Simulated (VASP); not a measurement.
Input of a VASP 6.6.1 run:

File INCAR:

```
PREC = Accurate
ENCUT = 520
EDIFF = 1E-6
ISMEAR = 0
SIGMA = 0.01
LREAL = False
LASPH = True
NELM = 60
ALGO = Normal
ISIF = 2
LWAVE = False
LCHARG = False
GGA = PS
NBANDS = 16
```

The input KPOINTS:

```
regular mesh
0
Gamma
  8 8 8
```

POSCAR

```
ZnS
1.0
    0.0000000000      2.6671900989      2.6671900989
    2.6671900989      0.0000000000      2.6671900989
    2.6671900989      2.6671900989      0.0000000000
Zn S
1 1
Direct
    0.7500000000      0.7500000000      0.7500000000
    0.0000000000      0.0000000000      0.0000000000
```

Potentials or basis: VASP PAW PBE potentials, release 64 (Zn, S).

Command:

```bash
$ cat potpaw_PBE.64/Zn/POTCAR potpaw_PBE.64/S/POTCAR > POTCAR
$ mpirun -np 1 vasp_std > vasp.out
```

Estimate the pressure.

1.2 GPa.

Predict the band gap on the k mesh.

2.15 eV, direct.

Caveat: the PAW data sets were made with another functional, which shifts forces and pressure a little. As with any semilocal functional, this PBEsol gap is likely too small.
